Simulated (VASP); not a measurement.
Input of a VASP 6.6.1 run:

File POSCAR:

```
NaCdBr3
1.0
    5.7372756583      0.0000000000      0.0000000000
    0.0000000000      5.7372756583      0.0000000000
    0.0000000000      0.0000000000      5.3150034004
Na Cd Br
1 1 3
Direct
    0.0000000000      0.0000000000      0.0000000000
    0.5000000000      0.5000000000      0.5000000000
    0.5000000000      0.5000000000      0.0000000000
    0.5000000000      0.0000000000      0.5000000000
    0.0000000000      0.5000000000      0.5000000000
```

Contents of INCAR.step1:

```
  PREC = Accurate
  ENCUT = 520
  ISMEAR = 0
  SIGMA = 0.01
  LREAL = False
  LASPH = True
  NELM = 60
  NBANDS = 28
  GGA = PE
  ALGO = Normal
  EDIFF = 1E-4
  LWAVE = True
  LCHARG = False
```

The input INCAR.step2:

```
  PREC = Accurate
  ENCUT = 520
  EDIFF = 1E-6
  ISMEAR = 0
  SIGMA = 0.01
  LREAL = False
  LASPH = True
  NELM = 60
  ALGO = Normal
  ISIF = 2
  LWAVE = False
  LCHARG = True
  METAGGA = R2SCAN
  LMIXTAU = True
  LELF = True
  LVHAR = True
  NBANDS = 28
  ISTART = 1
```

File KPOINTS:

```
Automatic mesh
0
Gamma
  6 6 6
```

Potentials or basis: VASP PAW PBE potentials, release 64 (Na_pv, Cd, Br).

Command:

```sh
$ cat potpaw_PBE.64/Na_pv/POTCAR potpaw_PBE.64/Cd/POTCAR potpaw_PBE.64/Br/POTCAR > POTCAR
$ cp INCAR.step1 INCAR
$ mpirun -np 1 vasp_std > vasp.out
$ cp INCAR.step2 INCAR
$ mpirun -np 1 vasp_std > vasp.out
```

Question: Predict the band gap on the k mesh.

Answer: 1.32 eV (least direct gap 1.79 eV).

Question: Predict the pressure.

Answer: -1.4 GPa.

Stress tensor (GPa, compression positive):
```
-2.17  0.00  0.00
 0.00 -2.17  0.00
 0.00  0.00  0.15
```

Caveat: the cell differs from its parent crystal (epitaxial xy strain +5.0%); the PAW data sets were made with another functional, which shifts forces and pressure a little. A k mesh can miss the band edges.
